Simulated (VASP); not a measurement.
Wanted: the native input for a VASP 6.6.1 run.

```
Task                   : single point
Functional             : PBE
Potentials or basis    : VASP PAW PBE potentials, release 64 (Ti_sv, Al)
Cutoff                 : 500 eV
k mesh                 : 12 × 12 × 12
Occupations            : gaussian, width 0.15 eV
Spin                   : collinear spin
Starting moments       : [0.25, 0.25, 0.25, 0.0] μB
Fixed moment           : 0.75 μB
Dipole correction      : no
Further INCAR settings : ALGO = Normal; EDIFF = 1e-06; NBANDS = 32
```

The structure of Ti3Al lies in POSCAR:

```
Ti3Al
1.0
    0.0000000000      3.3176889127      3.3176889127
    3.3176889127      0.0000000000      3.3176889127
    3.3176889127      3.3176889127      0.0000000000
Ti Al
3 1
Direct
    0.7500000000      0.7500000000      0.7500000000
    0.2500000000      0.2500000000      0.2500000000
    0.0000000000      0.0000000000      0.0000000000
    0.5000000000      0.5000000000      0.5000000000
```

The input as run:

INCAR

```
PREC = Accurate
ENCUT = 500
EDIFF = 1E-6
ISMEAR = 0
SIGMA = 0.15
LREAL = F
LASPH = T
NELM = 200
ALGO = Normal
ISIF = 2
LWAVE = F
LCHARG = T
ISPIN = 2
MAGMOM = 0.25 0.25 0.25 0
LORBIT = 11
NUPDOWN = 0.75
LMAXMIX = 4
GGA = PE
LELF = T
LVHAR = T
NBANDS = 32
GGA_COMPAT = F
```

KPOINTS

```
regular mesh
0
Gamma
  12 12 12
```

Potentials or basis: VASP PAW PBE potentials, release 64 (Ti_sv, Al).

The run is started by

```console
$ cat potpaw_PBE.64/Ti_sv/POTCAR potpaw_PBE.64/Al/POTCAR > POTCAR
$ mpirun -np 1 vasp_std > vasp.out
```

It gave:

The pressure is -8.2 GPa. The net moment is 0.75 μB per cell. The site moments are Ti -0.01, +0.64 (each value once); Al -0.01 μB. The valence electrons inside the program's atomic spheres are Ti 10.16, 10.23 (each value once); Al 0.79.

Caveat: the cell stands under tension; the total moment is fixed, so each spin has its own Fermi level.

Run time: 3.2 min on 1 thread of Intel(R) Xeon(R) 6975P-C (Granite Rapids), on a shared host, peak memory 0.38 GiB.
